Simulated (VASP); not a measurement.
# Se (P3_121) in VASP: a series of runs

The runs below take Se through single point, with PBE+D3(BJ).

Program: VASP 6.6.1. These are calculated values, not measurements. Logs are shortened: lines on timing, memory, paths and dates and some standing lists are left out, and cuts for length are marked.

**1. The cell of the first run**

Symmetry: P3_121, No. 152, trigonal system. Conventional cell: a = 4.295 Å, b = 4.295 Å, c = 4.601 Å, α = 90.00°, β = 90.00°, γ = 120.00°. Within 3.5 Å of Se (site symmetry 2) lie 6 Se at 2.67 to 3.05 Å.

**2. Single point, PBE+D3(BJ)**

File INCAR:

```
SYSTEM = Se
PREC = Accurate
ENCUT = 520
EDIFF = 1E-7
ISMEAR = 0
SIGMA = 0.05
LREAL = .FALSE.
LASPH = .TRUE.
NELM = 80
ALGO = Normal
ISIF = 2
LWAVE = .FALSE.
LCHARG = .TRUE.
GGA = PE
IVDW = 12
LELF = .TRUE.
LVHAR = .TRUE.
NBANDS = 16
```

File KPOINTS:

```
Automatic mesh
0
G
  9 9 8
  0 0 0
```

File POSCAR:

```
Se
1.0
    4.2945953382      0.0000000000      0.0000000000
   -2.1472976691      3.7192286618      0.0000000000
    0.0000000000      0.0000000000      4.6012294453
Se
3
Direct
    0.2934348538      0.0000000000      0.3333333333
    0.0000000000      0.2934348538      0.6666666667
    0.7065651462      0.7065651462      0.0000000000
```

Potentials or basis: VASP PAW PBE potentials, release 64 (Se).

Started as:

```console
cat potpaw_PBE.64/Se/POTCAR > POTCAR
mpirun -np 1 vasp_std > vasp.out
```

OUTCAR:

```text
SYSTEM = Se
   PREC = Accurate
   ENCUT = 520
   EDIFF = 1E-7
   ISMEAR = 0
   LREAL = .FALSE.
   LASPH = .TRUE.
   NELM = 80
   ISIF = 2
   GGA = PE
   IVDW = 12
 IVDW          = 12

 ion  position               nearest neighbor table
   1  0.293  0.000  0.333-   3 2.67   2 2.67
   2  0.000  0.293  0.667-   3 2.67   1 2.67
   3  0.707  0.707  0.000-   2 2.67   1 2.67

  LATTYP: Found a hexagonal cell.
 ALAT       =     4.2945953382
 C/A-ratio  =     1.0714000000

  Lattice vectors:

 A1 = (   4.2945953382,   0.0000000000,   0.0000000000)
 A2 = (  -2.1472976691,   3.7192286618,   0.0000000000)
 A3 = (   0.0000000000,   0.0000000000,   4.6012294453)

Analysis of symmetry for initial positions (statically):
=====================================================================
 Subroutine PRICEL returns:
 Original cell was already a primitive cell.

 Routine SETGRP: Setting up the symmetry group for a
 hexagonal supercell.

 Subroutine GETGRP returns: Found  6 space group operations
 (whereof  2 operations were pure point group operations)
 out of a pool of 24 trial point group operations.

The static configuration has the point symmetry C_2 .
 The point group associated with its full space group is D_3 .

Analysis of symmetry for dynamics (positions and initial velocities):
=====================================================================
 Subroutine PRICEL returns:
 Original cell was already a primitive cell.

 Routine SETGRP: Setting up the symmetry group for a
 hexagonal supercell.

 Subroutine GETGRP returns: Found  6 space group operations
 (whereof  2 operations were pure point group operations)
 out of a pool of 24 trial point group operations.

The dynamic configuration has the point symmetry C_2 .
 The point group associated with its full space group is D_3 .

 Subroutine INISYM returns: Found  6 space group operations
 (whereof  2 operations are pure point group operations),
 and found     1 'primitive' translations

----------------------------------------------------------------------------------------

                                     Primitive cell

  volume of cell :      73.4935

  direct lattice vectors                    reciprocal lattice vectors
     4.294595338  0.000000000  0.000000000     0.232850809  0.134436477  0.000000000
    -2.147297669  3.719228662  0.000000000     0.000000000  0.268872955  0.000000000
     0.000000000  0.000000000  4.601229445     0.000000000  0.000000000  0.217333218

  length of vectors
     4.294595338  4.294595338  4.601229445     0.268872955  0.268872955  0.217333218

[... 86 lines left out ...]
   IBRION =     -1    ionic relax: 0-MD 1-quasi-New 2-CG
   NFREE  =      0    steps in history (QN), initial steepest desc. (CG)
   ISIF   =      2    stress and relaxation
   ISYM   =      2    0-nonsym 1-usesym 2-fastsym
   POTIM  = 0.5000    time-step for ionic-motion
   TEBEG  =    0.0;   TEEND  =   0.0 temperature during run
   PSTRESS=    0.0 pullay stress
   NELECT =      18.0000    total number of electrons
   NUPDOWN=      -1.0000    fix difference up-down
   EMIN   =  10.00;   EMAX   =-10.00  energy-range for DOS
   EFERMI =   0.00;   METHOD = LEGACY
   ISMEAR =     0;   SIGMA  =   0.05  broadening in eV -4-tet -1-fermi 0-gaus
   EFERMI_NEDOS =   21; number of points for ismear=-14 and -15
   IALGO  =     38    algorithm
   IMIX   =      4    mixing-type and parameters
     AMIX     =   0.40;   BMIX     =  1.00
     AMIX_MAG =   1.60;   BMIX_MAG =  1.00
  volume/ion in A,a.u.               =      24.50       165.32
  Fermi-wavevector in a.u.,A,eV,Ry     =   1.024274  1.935597 14.274368  1.049136
  Thomas-Fermi vector in A             =   2.158052
   LORBIT       =      0    0 simple, 1 ext, 2 COOP (PROOUT), +10 PAW based schemes
   GGA     = PE    functional components
   LHFCALC =     F    Hartree Fock is set to
   AEXX    =    0.0000 exact exchange contribution
   IVDW    =    12    specifies the selected vdW correction
   LEPSILON=     F    determine dielectric tensor
   LRPA    =     F    only Hartree local field effects (RPA)
 non-spin polarized calculation
 Gauss-broadening in eV      SIGMA  =   0.05
  energy-cutoff  :      520.00
  volume of cell :       73.49
 maximum number of plane-waves:      2004
   NGX = 15   NGY = 15   NGZ = 17

 number of electron      18.0000001 magnetization

 Free energy of the ion-electron system (eV)
  ---------------------------------------------------
  ext. energy  EPLUGINS =         0.00000000
  ---------------------------------------------------
  free energy    TOTEN  =        -9.99767010 eV

  energy without entropy =       -9.99592232  energy(sigma->0) =       -9.99679621

 E-fermi :   3.8252     XC(G=0):  -9.5331

 val. band max:        3.8035901100   @ k =   0.3333   0.3333   0.5000
 cond. band min:       3.8356820206   @ k =   0.0000   0.0000   0.2500
 fundamental gap:      0.0320919105
 Fermi energy:         3.8252048257

 k-point     1 :       0.0000    0.0000    0.0000
  band No.  band energies     occupation
      1     -11.7375      2.00000
      2      -7.8368      2.00000
      3      -7.8368      2.00000
      4      -0.1585      2.00000
      5       0.4871      2.00000
      6       0.4871      2.00000
[... 433 lines left out ...]
      3      -7.7777      2.00000
      4      -1.4634      2.00000
      5      -0.5883      2.00000
      6       0.0291      2.00000
[... 8 lines left out ...]
     15      13.0470      0.00000
     16      13.2930      0.00000

 [... further k-points ...]

------------------------ aborting loop because EDIFF is reached ----------------------------------------

 Edisp (eV)   -1.06945

 E8    (eV) :    -0.4417

  FORCE on cell =-STRESS in cart. coord.  units (eV):
  Direction    XX          YY          ZZ          XY          YZ          ZX
  --------------------------------------------------------------------------------------
  -------------------------------------------------------------------------------------
  Total      -3.02161    -3.02161    -1.31000     0.00000     0.00000     0.00000
  in kB     -65.87194   -65.87194   -28.55839     0.00000     0.00000     0.00000
  external pressure =      -53.43 kB  Pullay stress =        0.00 kB

 VOLUME and BASIS-vectors are now :
 -----------------------------------------------------------------------------
  energy-cutoff  :      520.00
  volume of cell :       73.49
      direct lattice vectors                 reciprocal lattice vectors
     4.294595338  0.000000000  0.000000000     0.232850809  0.134436477  0.000000000
    -2.147297669  3.719228662  0.000000000     0.000000000  0.268872955  0.000000000
     0.000000000  0.000000000  4.601229445     0.000000000  0.000000000  0.217333218

 POSITION                                       TOTAL-FORCE (eV/Angst)
 -----------------------------------------------------------------------------------
      1.26018      0.00000      1.53374        -0.613216      0.000000     -0.000000
     -0.63009      1.09135      3.06749         0.306608     -0.531061      0.000000
      1.51721      2.62788      0.00000         0.306608      0.531061      0.000000
 -----------------------------------------------------------------------------------
    total drift:                                0.000000      0.000000     -0.000000

  FREE ENERGIE OF THE ION-ELECTRON SYSTEM (eV)
  ---------------------------------------------------
  free  energy   TOTEN  =       -11.0671152419 eV

  energy  without entropy=      -11.0653674526  energy(sigma->0) =      -11.06624135
```

stdout:

```text
POSCAR found type information on POSCAR Se
 POSCAR found :  1 types and       3 ions
 scaLAPACK will be used
 LDA part: xc-table for (Slater+PW92), standard interpolation
 POSCAR, INCAR and KPOINTS ok, starting setup
 FFT: planning ... GRIDC
 FFT: planning ... GRID_SOFT
 FFT: planning ... GRID
 WAVECAR not read
 entering main loop
```

Run time: 2.1 min. Hardware: 1 thread of Intel Xeon 8259CL, shared host; peak memory 0.23 GiB.

Results:

* Free energy: -11.0671 eV
* Pressure: -5.3 GPa
* Largest force: 0.613 eV/Å
* Band gap on the k mesh: zero (bands 9 and 10 overlap by 1.17 eV)
* Dispersion energy per atom: -0.356 eV

Forces on the atoms (eV/Å):
```
Se  -0.613  0.000  0.000
Se   0.307 -0.531  0.000
Se   0.307  0.531  0.000
```

Stress tensor (GPa, compression positive):
```
-6.59  0.00  0.00
 0.00 -6.59  0.00
 0.00  0.00 -2.86
```

Caveat: the cell stands under tension.

**3. Single point, PBE+D3(BJ)**

This run uses another cell than the first one, of the same volume but with other edges.

File INCAR:

```
PREC = Accurate ; ENCUT = 520
EDIFF = 1E-6 ; ISMEAR = 0
SIGMA = 0.05 ; LREAL = F
LASPH = T ; NELM = 60
ALGO = Normal ; ISIF = 2
LWAVE = F ; LCHARG = F
GGA = PE ; IVDW = 12
NBANDS = 16
```

File KPOINTS:

```
Automatic mesh
0
Gamma
  9 9 8
```

File POSCAR:

```
Se
1.0
    4.0025012891      0.0000000000      0.0000000000
   -2.0012506446      3.4662677951      0.0000000000
    0.0000000000      0.0000000000      5.2973104561
Se
3
Direct
    0.2319818075      0.0000000000      0.3333333333
    0.0000000000      0.2319818075      0.6666666667
    0.7680181925      0.7680181925      0.0000000000
```

Potentials or basis: VASP PAW PBE potentials, release 64 (Se).

Started as:

```console
cat potpaw_PBE.64/Se/POTCAR > POTCAR
mpirun -np 1 vasp_std > vasp.out
```

It took 1.8 min on 1 thread of Intel Xeon 8259CL, shared host; peak memory 0.23 GiB.

The run converged. Its results:

```
Free energy                : -11.4167 eV
Pressure                   : 2.1 GPa
Largest force              : 0.711 eV/Å
Band gap on the k mesh     : 0.07 eV
Dispersion energy per atom : -0.356 eV
```

Forces in eV/Å, atoms in the order of the input:
```
Se   0.711  0.000  0.000
Se  -0.355  0.616  0.000
Se  -0.355 -0.616  0.000
```

Stress tensor (GPa, compression positive):
```
2.47 0.00 0.00
0.00 2.47 0.00
0.00 0.00 1.32
```

Levels at points of the mesh, in eV from the valence-band top:
```tsv
k point	band 7	band 8	band 9	band 10	band 11	band 12
(0.00, 0.00, 0.00)	-1.75	-1.75	-0.25	1.57	1.57	2.64
(0.00, 0.00, 0.50)	-1.41	-1.18	-1.18	0.93	1.53	1.53
```

Caveat: semilocal functionals underestimate gaps, and a narrow one can read as zero. A k mesh can miss the band edges.

The gap in the log of VASP goes by the Fermi energy; the results here count the filled bands.